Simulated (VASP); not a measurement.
Ti12C13: single point with PBE

Ti12C13, a slab with vacuum:

```
CELL_PARAMETERS angstrom
6.12768 0.00000 0.00000
0.00000 6.12768 0.00000
0.00000 0.00000 19.81115
ATOMIC_POSITIONS crystal
Ti 0.25000 0.25000 0.20191
Ti 0.25000 0.75000 0.20191
Ti 0.75000 0.25000 0.20191
Ti 0.75000 0.75000 0.20191
Ti 0.00000 0.00000 0.30898
Ti 0.00000 0.50000 0.30898
Ti 0.50000 0.00000 0.30898
Ti 0.50000 0.50000 0.30898
Ti 0.25000 0.25000 0.41406
Ti 0.25000 0.75000 0.41406
Ti 0.75000 0.25000 0.41406
Ti 0.75000 0.75000 0.41406
C 0.00000 0.00000 0.20191
C 0.00000 0.50000 0.20191
C 0.50000 0.00000 0.20191
C 0.50000 0.50000 0.20191
C 0.25000 0.25000 0.30839
C 0.25000 0.75000 0.30839
C 0.75000 0.25000 0.30839
C 0.75000 0.75000 0.30839
C 0.00000 0.00000 0.41952
C 0.00000 0.50000 0.41952
C 0.50000 0.00000 0.41952
C 0.50000 0.50000 0.41952
C 0.00000 0.16667 0.47351
```

```
Program                : VASP 6.6.1
Task                   : single point
Functional             : PBE
Potentials or basis    : VASP PAW PBE potentials, release 64 (Ti_sv, C)
Cutoff                 : 520 eV
k mesh                 : 5 × 5 × 1
Occupations            : gaussian, width 0.1 eV
Spin                   : no spin polarisation
Dipole correction      : yes
Further INCAR settings : LREAL = Auto; ALGO = Normal; EDIFF = 1e-07; NBANDS = 116
```

```json
{
 "Largest force": "2.469 eV/Å",
 "Band gap on the k mesh": "0.03 eV (least direct gap 0.08 eV)"
}
```

Forces in eV/Å, atoms in the order of the input:
```
Ti  -0.046 -0.101  0.990
Ti  -0.034  0.078  1.010
Ti   0.046 -0.101  0.990
Ti   0.034  0.078  1.010
Ti   0.000  0.267 -0.034
Ti   0.000 -0.130 -0.128
Ti   0.000  0.028 -0.094
Ti   0.000 -0.044 -0.068
Ti   2.392  0.608  0.085
Ti   0.821 -0.510  0.109
Ti  -2.392  0.608  0.085
Ti  -0.821 -0.510  0.109
C    0.000 -0.095 -1.256
C    0.000  0.050 -0.986
C    0.000  0.042 -0.969
C    0.000  0.020 -1.018
C   -0.089 -0.091 -0.345
C   -0.033 -0.031  0.158
C    0.089 -0.091 -0.345
C    0.033 -0.031  0.158
C    0.000  1.011  1.142
C    0.000  0.753 -0.174
C    0.000 -0.232 -0.405
C    0.000  0.408 -0.094
C    0.000 -1.983  0.071
```

Levels at points of the mesh, in eV from the valence-band top:
```csv
k point,band 95,band 96,band 97,band 98,band 99,band 100,band 101,band 102
"(0.00, 0.00, 0.00)",-0.29,-0.27,-0.03,0.00,0.08,0.13,0.40,0.95
```

It took 70 min on 1 thread of AMD EPYC 7R13, on a shared host, peak memory 0.98 GiB.

Caveat: the smearing spreads over this small gap.
